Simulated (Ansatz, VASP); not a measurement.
## CoH4 in VASP and in Ansatz

```
CELL_PARAMETERS angstrom
2.55117 -0.00125 -0.00707
0.00121 2.55117 -0.00646
0.36495 0.34922 10.71851
ATOMIC_POSITIONS crystal
Co 0.74984 0.76184 0.75017
Co 0.25016 0.23816 0.24983
H 0.73747 0.24998 0.84415
H 0.73782 0.22626 0.34381
H 0.76250 0.25005 0.15585
H 0.76221 0.27371 0.65619
H 0.26253 0.75002 0.15585
H 0.26218 0.77374 0.65619
H 0.23750 0.74995 0.84415
H 0.23779 0.72629 0.34381
```

Change from the starting cell: the structure that the rattled cell fell into.

Alike in both runs: functional PBE; k mesh 14 × 14 × 4; occupations gaussian, width 0.1 eV; no spin polarisation.

Ansatz relaxed the structure, and its values are those at the end. VASP's run is a single point on that final structure, the one shown.

|  | VASP | Ansatz |
| --- | --- | --- |
| version | VASP 6.6.1 | Ansatz 0.2.0 |
| potentials or method | VASP PAW PBE potentials, release 64 (Co, H), cutoff 520 eV | scalar-relativistic, plane waves, PAW |
| valence electrons in the cell | 26 | 42 |

Ansatz gave:

* gap on the k mesh at the Fermi level (eV): none
* pressure (GPa): 0.0

**Question.** Which values does VASP return?

**Answer.** gap on the k mesh at the Fermi level (eV): none; pressure (GPa): -0.4.

A gap of «none» marks a metal or a gap that the smearing closes. With one functional, cell and mesh, what is left measures potentials, basis and numerics. VASP's potentials hold 26 valence electrons a cell and Ansatz's 42, so a difference there can come from the potentials and not from the codes.
